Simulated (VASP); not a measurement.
Cs, 4 atoms in the cell. It takes space group Pnma (No. 62, orthorhombic). The conventional cell has a = 10.367 Å, b = 8.238 Å, c = 5.444 Å, α = 90.00°, β = 90.00°, γ = 90.00°. 

* Program: VASP 6.6.1
* Task: single point
* Functional: r2SCAN
* Potentials or basis: VASP PAW PBE potentials, release 64 (Cs_sv)
* Cutoff: 520 eV
* k mesh: 3 × 3 × 4
* Occupations: methfessel-paxton, width 0.1 eV
* Spin: no spin polarisation
* Dipole correction: no
* Further INCAR settings: ALGO = Normal; EDIFF = 1e-07; NBANDS = 26

Potentials or basis: VASP PAW PBE potentials, release 64 (Cs_sv).

The run is started by

```console
$ cat potpaw_PBE.64/Cs_sv/POTCAR > POTCAR
$ cp INCAR.step1 INCAR
$ mpirun -np 1 vasp_std > vasp.out
$ cp INCAR.step2 INCAR
$ mpirun -np 1 vasp_std > vasp.out
```

Hardware: 1 thread of Intel Xeon 8259CL, with other jobs on the host.

Task: How long does it take, and how much memory?

Result: It took 21 min on 1 thread of Intel Xeon 8259CL (shared host), peak memory 0.57 GiB. Counts: k points 12.
